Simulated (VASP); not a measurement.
# CaSi2N3 (P6/mmm) in VASP: a series of runs

Runs on CaSi2N3. Level: PBE. Tasks: relaxation of cell and atoms.

Program: VASP 6.6.1. These are calculated values, not measurements. Logs are shortened: lines on timing, memory, paths and dates and some standing lists are left out, and cuts for length are marked.

## Step 1: The cell of the first run

The structure is hexagonal, space group P6/mmm (No. 191). The conventional cell has a = 5.440 Å, b = 5.440 Å, c = 3.189 Å, α = 90.00°, β = 90.00°, γ = 120.00°. Within 4.1 Å of Ca (site symmetry 6/mmm) lie 6 Si at 3.14 Å and 12 N at 3.15 Å and 2 Ca at 3.19 Å. Within 3.0 Å of Si (site symmetry -6m2) lie 6 N at 2.24 Å. Within 3.0 Å of N (site symmetry mmm) lie 4 Si at 2.24 Å and 4 N at 2.72 Å.

The cell was generated, and may not be a known phase.

## Step 2: Relaxation of cell and atoms, PBE

INCAR

```
ALGO = Normal
EDIFF = 1E-6
EDIFFG = -0.04
ENCUT = 600
GGA = PE
IBRION = 2
ISIF = 3
ISMEAR = 0
LASPH = True
LCHARG = False
LREAL = False
LWAVE = False
NELM = 80
NSW = 90
PREC = Accurate
SIGMA = 0.1
```

KPOINTS

```
k-points
0
Gamma
  6 6 6
```

POSCAR

```
CaSi2N3
1.0
    5.4403391200      0.0000000000      0.0000000000
   -2.7201695600      4.7114718800      0.0000000000
    0.0000000000      0.0000000000      3.1894089600
Ca Si N
1 2 3
Direct
    0.0000000000      0.0000000000      0.5000000000
    0.6666666700      0.3333333300      0.5000000000
    0.3333333300      0.6666666700      0.5000000000
    0.0000000000      0.5000000000      0.0000000000
    0.5000000000      0.5000000000      0.0000000000
    0.5000000000      0.0000000000      0.0000000000
```

Potentials or basis: VASP PAW PBE potentials, release 64 (Ca_sv, Si, N).

Run with:

```
> cat potpaw_PBE.64/Ca_sv/POTCAR potpaw_PBE.64/Si/POTCAR potpaw_PBE.64/N/POTCAR > POTCAR
> mpirun -np 1 vasp_std > vasp.out
```

OUTCAR:

```text
EDIFF = 1E-6
   EDIFFG = -0.04
   ENCUT = 600
   GGA = PE
   IBRION = 2
   ISIF = 3
   ISMEAR = 0
   LASPH = True
   LREAL = False
   NELM = 80
   NSW = 90
   PREC = Accurate

 ion  position               nearest neighbor table
   1  0.000  0.000  0.500-   2 3.14   3 3.14   3 3.14   2 3.14   2 3.14   3 3.14
   2  0.667  0.333  0.500-   6 2.24   6 2.24   4 2.24   4 2.24   5 2.24   5 2.24   3 3.14   1 3.14
                             3 3.14   1 3.14   1 3.14   3 3.14
   3  0.333  0.667  0.500-   6 2.24   6 2.24   4 2.24   4 2.24   5 2.24   5 2.24   2 3.14   1 3.14
                             2 3.14   1 3.14   1 3.14   2 3.14
   4  0.000  0.500  0.000-   2 2.24   3 2.24   2 2.24   3 2.24
   5  0.500  0.500  0.000-   2 2.24   3 2.24   2 2.24   3 2.24
   6  0.500  0.000  0.000-   2 2.24   3 2.24   2 2.24   3 2.24

  LATTYP: Found a hexagonal cell.
 ALAT       =     5.4403391200
 C/A-ratio  =     0.5862518659

  Lattice vectors:

 A1 = (   5.4403391200,   0.0000000000,   0.0000000000)
 A2 = (  -2.7201695600,   4.7114718800,   0.0000000000)
 A3 = (   0.0000000000,   0.0000000000,   3.1894089600)

Analysis of symmetry for initial positions (statically):
=====================================================================
 Subroutine PRICEL returns:
 Original cell was already a primitive cell.

 Routine SETGRP: Setting up the symmetry group for a
 hexagonal supercell.

 Subroutine GETGRP returns: Found 24 space group operations
 (whereof 24 operations were pure point group operations)
 out of a pool of 24 trial point group operations.

The static configuration has the point symmetry D_6h.

Analysis of symmetry for dynamics (positions and initial velocities):
=====================================================================
 Subroutine PRICEL returns:
 Original cell was already a primitive cell.

 Routine SETGRP: Setting up the symmetry group for a
 hexagonal supercell.

 Subroutine GETGRP returns: Found 24 space group operations
 (whereof 24 operations were pure point group operations)
 out of a pool of 24 trial point group operations.

The dynamic configuration has the point symmetry D_6h.

 Subroutine INISYM returns: Found 24 space group operations
 (whereof 24 operations are pure point group operations),
 and found     1 'primitive' translations

----------------------------------------------------------------------------------------

                                     Primitive cell

  volume of cell :      81.7509

  direct lattice vectors                    reciprocal lattice vectors
     5.440339120  0.000000000  0.000000000     0.183812071  0.106123949  0.000000000
    -2.720169560  4.711471880  0.000000000     0.000000000  0.212247897  0.000000000
     0.000000000  0.000000000  3.189408960     0.000000000  0.000000000  0.313537716

  length of vectors
     5.440339120  5.440339117  3.189408960     0.212247897  0.212247897  0.313537716

  position of ions in fractional coordinates (direct lattice)
     0.000000000  0.000000000  0.500000000
     0.666666670  0.333333330  0.500000000
     0.333333330  0.666666670  0.500000000
     0.000000000  0.500000000  0.000000000
     0.500000000  0.500000000  0.000000000
     0.500000000  0.000000000  0.000000000

  ion indices of the primitive-cell ions
   primitive index   ion index
                 1           1
                 2           2
                 3           3
                 4           4
                 5           5
                 6           6

----------------------------------------------------------------------------------------

 KPOINTS: k-points

Automatic generation of k-mesh.
 Grid dimensions read from file:
 generate k-points for:    6    6    6

 Generating k-lattice:

  Cartesian coordinates                     Fractional coordinates (reciprocal lattice)
     0.030635345  0.017687325  0.000000000     0.166666667  0.000000000  0.000000000
     0.000000000  0.035374650  0.000000000     0.000000000  0.166666667  0.000000000
     0.000000000  0.000000000  0.052256286     0.000000000  0.000000000  0.166666667

  Length of vectors
     0.035374650  0.035374650  0.052256286

  Shift w.r.t. Gamma in fractional coordinates (k-lattice)
     0.000000000  0.000000000  0.000000000

 Subroutine IBZKPT returns following result:
 ===========================================

 Found     28 irreducible k-points:

 Following reciprocal coordinates:
            Coordinates               Weight
  0.000000  0.000000  0.000000      1.000000
  0.166667  0.000000  0.000000      6.000000
  0.333333 -0.000000  0.000000      6.000000
  0.500000 -0.000000  0.000000      3.000000
  0.166667  0.166667  0.000000      6.000000
  0.333333  0.166667  0.000000     12.000000
[... 16 lines left out ...]
  0.166667  0.000000  0.500000      6.000000
  0.333333 -0.000000  0.500000      6.000000
 [... further k-points ...]
   k-points           NKPTS =     28   k-points in BZ     NKDIM =     28   number of bands    NBANDS=     20
   number of dos      NEDOS =    301   number of ions     NIONS =      6
   total plane-waves  NPLWV =  64512
   dimension x,y,z NGX =    48 NGY =   48 NGZ =   28
   dimension x,y,z NGXF=    96 NGYF=   96 NGZF=   56
   ions per type =               1   2   3
   NGX,Y,Z   is equivalent  to a cutoff of  14.67, 14.67, 14.59 a.u.
   NGXF,Y,Z  is equivalent  to a cutoff of  29.34, 29.34, 29.19 a.u.
 SYSTEM =  unknown system
   PREC   = accura    normal or accurate (medium, high low for compatibility)
   ISTART =      0    job   : 0-new  1-cont  2-samecut
   ICHARG =      2    charge: 1-file 2-atom 10-const
   ISPIN  =      1    spin polarized calculation?
   LNONCOLLINEAR =      F non collinear calculations
   LSORBIT =      F    spin-orbit coupling
   LASPH  =      T    aspherical Exc in radial PAW
   ENCUT  =  600.0 eV  44.10 Ry    6.64 a.u.  10.87 10.87  6.37*2*pi/ulx,y,z
   NELM   =     80;   NELMIN=  2; NELMDL= -5     # of ELM steps
   EDIFF  = 0.1E-05   stopping-criterion for ELM
   LREAL  =      F    real-space projection
   EDIFFG = -.4E-01   stopping-criterion for IOM
   NSW    =     90    number of steps for IOM
   IBRION =      2    ionic relax: 0-MD 1-quasi-New 2-CG
   NFREE  =      1    steps in history (QN), initial steepest desc. (CG)
   ISIF   =      3    stress and relaxation
   ISYM   =      2    0-nonsym 1-usesym 2-fastsym
   POTIM  = 0.5000    time-step for ionic-motion
   TEBEG  =    0.0;   TEEND  =   0.0 temperature during run
   PSTRESS=    0.0 pullay stress
   NELECT =      33.0000    total number of electrons
   NUPDOWN=      -1.0000    fix difference up-down
   EMIN   =  10.00;   EMAX   =-10.00  energy-range for DOS
   EFERMI =   0.00;   METHOD = LEGACY
   ISMEAR =     0;   SIGMA  =   0.10  broadening in eV -4-tet -1-fermi 0-gaus
   EFERMI_NEDOS =   21; number of points for ismear=-14 and -15
   IALGO  =     38    algorithm
   IMIX   =      4    mixing-type and parameters
     AMIX     =   0.40;   BMIX     =  1.00
     AMIX_MAG =   1.60;   BMIX_MAG =  1.00
  volume/ion in A,a.u.               =      13.63        91.95
  Fermi-wavevector in a.u.,A,eV,Ry     =   1.209897  2.286375 19.916912  1.463852
  Thomas-Fermi vector in A             =   2.345461
   LORBIT       =      0    0 simple, 1 ext, 2 COOP (PROOUT), +10 PAW based schemes
   GGA     = PE    functional components
   LHFCALC =     F    Hartree Fock is set to
   AEXX    =    0.0000 exact exchange contribution
   IVDW    =     0    specifies the selected vdW correction
   LEPSILON=     F    determine dielectric tensor
   LRPA    =     F    only Hartree local field effects (RPA)
 conjugate gradient relaxation of ions
 non-spin polarized calculation
 Gauss-broadening in eV      SIGMA  =   0.10
  energy-cutoff  :      600.00
  volume of cell :       81.75
 maximum number of plane-waves:      2760
 NGX is ok and might be reduce to    48
   NGX = 21   NGY = 21   NGZ = 13

--------------------------------------- Ionic step        1  -------------------------------------------

 number of electron      33.0000000 magnetization

 Free energy of the ion-electron system (eV)
  ---------------------------------------------------
  ext. energy  EPLUGINS =         0.00000000
  ---------------------------------------------------
  free energy    TOTEN  =       -33.68517559 eV

  energy without entropy =      -33.67210433  energy(sigma->0) =      -33.67863996

------------------------ aborting loop because EDIFF is reached ----------------------------------------

  FORCE on cell =-STRESS in cart. coord.  units (eV):
  Direction    XX          YY          ZZ          XY          YZ          ZX
  --------------------------------------------------------------------------------------
  -------------------------------------------------------------------------------------
  Total       -1.5249591     -1.5249591    -29.2512782     -0.0000000     -0.0000000      0.0000000
  in kB      -29.8865651    -29.8865651   -573.2745278     -0.0000000     -0.0000000      0.0000000
  external PRESSURE =    -211.0158860 kB  Pullay stress =       0.0000000 kB
[... 147 lines left out ...]
--------------------------------------- Ionic step        5  -------------------------------------------

 number of electron      33.0000001 magnetization

 E-fermi :  10.6391     XC(G=0): -12.1356

 val. band max:       10.6310599233   @ k =   0.3333   0.3333   0.0000
 cond. band min:      10.7318086050   @ k =   0.5000  -0.0000   0.3333
 fundamental gap:      0.1007486817
 Fermi energy:        10.6390676450

 k-point     1 :       0.0000    0.0000    0.0000
  band No.  band energies     occupation
      1     -31.3848      2.00000
      2     -12.4389      2.00000
      3     -12.4389      2.00000
      4     -11.1072      2.00000
      5      -9.5628      2.00000
      6      -5.7901      2.00000
[... 541 lines left out ...]
     19      11.7141      0.00000
     20      12.0101      0.00000

 [... further k-points ...]
[... 5 lines left out ...]
  --------------------------------------------------------------------------------------
  -------------------------------------------------------------------------------------
  Total        5.1560147      5.1560146      3.7630455      0.0000000      0.0000000      0.0000000
  in kB      144.4097598    144.4097596    105.3954516      0.0000000      0.0000000      0.0000000
  external PRESSURE =     131.4049903 kB  Pullay stress =       0.0000000 kB
[... 107 lines left out ...]
--------------------------------------- Ionic step        8  -------------------------------------------

 number of electron      33.0000001 magnetization

 Free energy of the ion-electron system (eV)
  ---------------------------------------------------
  ext. energy  EPLUGINS =         0.00000000
  ---------------------------------------------------
  free energy    TOTEN  =       -37.57999071 eV

  energy without entropy =      -37.57394791  energy(sigma->0) =      -37.57696931

 E-fermi :   9.7624     XC(G=0): -11.8153

 val. band max:        9.7262471748   @ k =   0.3333   0.1667   0.0000
 cond. band min:       9.7663064066   @ k =   0.3333   0.3333   0.0000
 fundamental gap:      0.0400592318
 Fermi energy:         9.7624275025

 k-point     1 :       0.0000    0.0000    0.0000
  band No.  band energies     occupation
      1     -32.2945      2.00000
      2     -13.3115      2.00000
      3     -13.3115      2.00000
      4     -12.1890      2.00000
      5      -9.7157      2.00000
      6      -6.2074      2.00000
[... 541 lines left out ...]
     19      10.9300      0.00000
     20      11.1306      0.00000

 [... further k-points ...]
[... 5 lines left out ...]
  --------------------------------------------------------------------------------------
  -------------------------------------------------------------------------------------
  Total       -0.0567548     -0.0567548     -0.0286221      0.0000000      0.0000000      0.0000000
  in kB       -1.4885642     -1.4885642     -0.7507003      0.0000000      0.0000000      0.0000000
  external PRESSURE =      -1.2426095 kB  Pullay stress =       0.0000000 kB
[... 21 lines left out ...]
  FREE ENERGIE OF THE ION-ELECTRON SYSTEM (eV)
  ---------------------------------------------------
  free  energy   TOTEN  =       -37.5799907147 eV

  energy  without entropy=      -37.5739479146  energy(sigma->0) =      -37.57696931

 reached required accuracy - stopping structural energy minimisation
```

It took 8.8 min on 1 thread of Oxide Virtual Turin-like, shared host; peak memory 0.24 GiB.

What came out:

- Free energy: -37.5800 eV
- Relaxed volume: 10.18 Å³/atom
- Relaxed cell: a = 5.204 Å, b = 5.204 Å, c = 2.604 Å, α = 90.00°, β = 90.00°, γ = 120.00°
- Space group after relaxing (to 0.1 Å): P6/mmm (No. 191)
- Energy gained by relaxing: 649.1 meV/atom
- Ionic steps: 8
- Pressure after relaxing: -0.1 GPa
- Band gap on the k mesh: zero (an odd number of electrons rules out a gap without spin polarisation)

The path:
| step | energy change (eV) | largest force (eV/Å) | pressure (GPa) | volume (Å³) |
| --- | --- | --- | --- | --- |
| 1 | 0.0000 | 0.0000 | -21.10 | 81.75 |
| 2 | -2.7998 | 0.0000 | 4.96 | 61.00 |
| 3 | -3.6339 | 0.0000 | -11.56 | 66.16 |
| 4 | -3.6341 | 0.0000 | -10.87 | 65.85 |
| 5 | -3.7427 | 0.0000 | 13.14 | 57.20 |
| 6 | -3.8849 | 0.0000 | 1.25 | 60.70 |
| 7 | -3.8794 | 0.0000 | -1.69 | 61.57 |
| 8 | -3.8948 | 0.0000 | -0.12 | 61.09 |

Final structure:
```cif
data_structure
_symmetry_space_group_name_H-M 'P 1'
_symmetry_Int_Tables_number 1
_cell_length_a 5.2042
_cell_length_b 5.2042
_cell_length_c 2.6044
_cell_angle_alpha 90.000
_cell_angle_beta 90.000
_cell_angle_gamma 120.000
_cell_volume 61.09
loop_
_atom_site_label
_atom_site_type_symbol
_atom_site_fract_x
_atom_site_fract_y
_atom_site_fract_z
_atom_site_occupancy
Ca1 Ca 0.00000 0.00000 0.50000 1
Si1 Si 0.66667 0.33333 0.50000 1
Si2 Si 0.33333 0.66667 0.50000 1
N1 N 0.00000 0.50000 0.00000 1
N2 N 0.50000 0.50000 0.00000 1
N3 N 0.50000 0.00000 0.00000 1
```

Levels at points of the mesh, in eV from the Fermi level:
```csv
k point,band 15,band 16,band 17,band 18,band 19,band 20
"(0.00, 0.00, 0.00)",-1.48,-1.28,-0.43,1.04,1.57,1.57
"(0.50, 0.00, 0.00)",-2.17,-1.51,-0.04,2.16,2.62,4.11
"(0.00, 0.00, 0.50)",-1.53,-1.53,-0.30,1.23,1.23,2.96
"(0.50, 0.00, 0.50)",-3.37,-1.77,-0.79,0.90,1.14,1.42
```

Caveat: the volume moved by over 15 % at a fixed basis, so the end points are rough; an odd number of electrons without spin polarisation forces a metal; a magnetic or distorted state may lie lower.

## Step 3: Relaxation of cell and atoms, PBE

This run uses another cell than the first one, of 10.19 Å³/atom.

INCAR

```
SYSTEM = CaSi2N3
  ALGO = Fast
  EDIFF = 1E-7
  EDIFFG = -0.01
  ENCUT = 600
  GGA = PE
  IBRION = 2
  ISIF = 3
  ISMEAR = 0
  LASPH = .True.
  LCHARG = .False.
  LREAL = .False.
  LWAVE = .False.
  NELM = 80
  NSW = 100
  PREC = Accurate
  SIGMA = 0.1
```

KPOINTS

```
k-points
0
Gamma
  12 12 14
  0 0 0
```

POSCAR

```
CaSi2N3
1.0
    5.2053432649      0.0000000000      0.0000000000
   -2.6026716324      4.5079595028      0.0000000000
    0.0000000000      0.0000000000      2.6042526415
Ca Si N
1 2 3
Direct
    0.0000000000      0.0000000000      0.5000000000
    0.6666666667      0.3333333333      0.5000000000
    0.3333333333      0.6666666667      0.5000000000
    0.0000000000      0.5000000000      0.0000000000
    0.5000000000      0.5000000000      0.0000000000
    0.5000000000      0.0000000000      0.0000000000
```

Potentials or basis: VASP PAW PBE potentials, release 64 (Ca_sv, Si, N).

Run with:

```
> cat potpaw_PBE.64/Ca_sv/POTCAR potpaw_PBE.64/Si/POTCAR potpaw_PBE.64/N/POTCAR > POTCAR
> mpirun -np 1 vasp_std > vasp.out
```

Wall time 14 min (1 thread of Oxide Virtual Turin-like, shared host); peak memory 0.35 GiB.

The run converged. Its results:

- Free energy: -37.5822 eV
- Relaxed volume: 10.18 Å³/atom
- Relaxed cell: a = 5.202 Å, b = 5.202 Å, c = 2.606 Å, α = 90.00°, β = 90.00°, γ = 120.00°
- Space group after relaxing (to 0.1 Å): P6/mmm (No. 191)
- Energy gained by relaxing: 0.0 meV/atom
- Ionic steps: 3
- Pressure after relaxing: -0.1 GPa
- Band gap on the k mesh: zero (an odd number of electrons rules out a gap without spin polarisation)

Step by step:
```csv
step,energy change (eV),largest force (eV/Å),pressure (GPa),volume (Å³)
1,0.0000,0.0000,-0.13,61.11
2,0.0003,0.0000,0.01,61.03
3,-0.0002,0.0000,-0.07,61.08
```

Final structure:
```xyz
6
Lattice="5.2021 0.0000 0.0000 -2.6011 4.5052 0.0000 0.0000 0.0000 2.6062" Properties=species:S:1:pos:R:3 pbc="T T T"
Ca   -2.6011    4.5052    1.3031
Si    2.6011    1.5017    1.3031
Si    0.0000    3.0035    1.3031
N    -1.3005    2.2526    2.6062
N     1.3005    2.2526    2.6062
N     0.0000    4.5052    2.6062
```

Levels at points of the mesh, in eV from the Fermi level:
| k point | band 15 | band 16 | band 17 | band 18 | band 19 | band 20 |
| --- | --- | --- | --- | --- | --- | --- |
| (0.00, 0.00, 0.00) | -1.52 | -1.31 | -0.56 | 0.99 | 1.50 | 1.50 |
| (0.50, 0.00, 0.00) | -2.21 | -1.55 | -0.18 | 2.08 | 2.59 | 4.03 |
| (0.00, 0.00, 0.50) | -1.57 | -1.57 | -0.34 | 1.20 | 1.20 | 2.85 |
| (0.50, 0.00, 0.50) | -3.42 | -1.79 | -0.82 | 0.78 | 1.08 | 1.41 |

Caveat: an odd number of electrons without spin polarisation forces a metal; a magnetic or distorted state may lie lower.

The gap in the log of VASP goes by the Fermi energy; the results here count the filled bands.